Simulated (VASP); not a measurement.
Write the native input for VASP 6.6.1 that does the following.

- Task: single point
- Functional: LDA
- Potentials or basis: VASP PAW LDA potentials, release 64 (B, N)
- Cutoff: 520 eV
- k mesh: 11 × 11 × 11
- Occupations: fermi-dirac, width 0.02 eV
- Spin: no spin polarisation
- Dipole correction: no
- Further INCAR settings: ALGO = Normal; EDIFF = 1e-07; NBANDS = 11

The structure of BN lies in POSCAR:

```
BN
1.0
    0.0000000000      1.8135050275      1.8135050275
    1.8135050275      0.0000000000      1.8135050275
    1.8135050275      1.8135050275      0.0000000000
B N
1 1
Direct
    0.0000000000      0.0000000000      0.0000000000
    0.7500000000      0.7500000000      0.7500000000
```

This cell differs from its parent crystal: volume scaled by 1.01.

These files were run (other wordings do the same):

INCAR

```
SYSTEM = BN
PREC     = Accurate       ! precision mode
ENCUT    = 520            ! plane-wave cutoff, eV
EDIFF    = 1E-7           ! SCF threshold, eV
ISMEAR   = -1             ! smearing method
SIGMA    = 0.02           ! smearing width, eV
LREAL    = .FALSE.        ! projectors in reciprocal space
LASPH    = .TRUE.         ! aspherical terms in the spheres
NELM     = 100            ! most SCF steps
ALGO     = Normal         ! electronic algorithm
ISIF     = 2              ! what is computed and relaxed
LWAVE    = .FALSE.        ! write WAVECAR
LCHARG   = .TRUE.         ! write CHGCAR
LELF     = .TRUE.         ! ELF
LVHAR    = .TRUE.       
NBANDS   = 11             ! bands
```

KPOINTS

```
regular mesh
0
G
  11 11 11
  0 0 0
```

Potentials or basis: VASP PAW LDA potentials, release 64 (B, N).

Launch:

```sh
$ cat potpaw_LDA.64/B/POTCAR potpaw_LDA.64/N/POTCAR > POTCAR
$ mpirun -np 1 vasp_std > vasp.out
```

It gave:

The pressure is -13.7 GPa. The band gap on the k mesh is 4.43 eV, indirect (least direct gap 8.64 eV).

It took 7.2 s on 1 thread of AMD EPYC 9R45 (Zen 5) (shared host), peak memory 0.08 GiB.
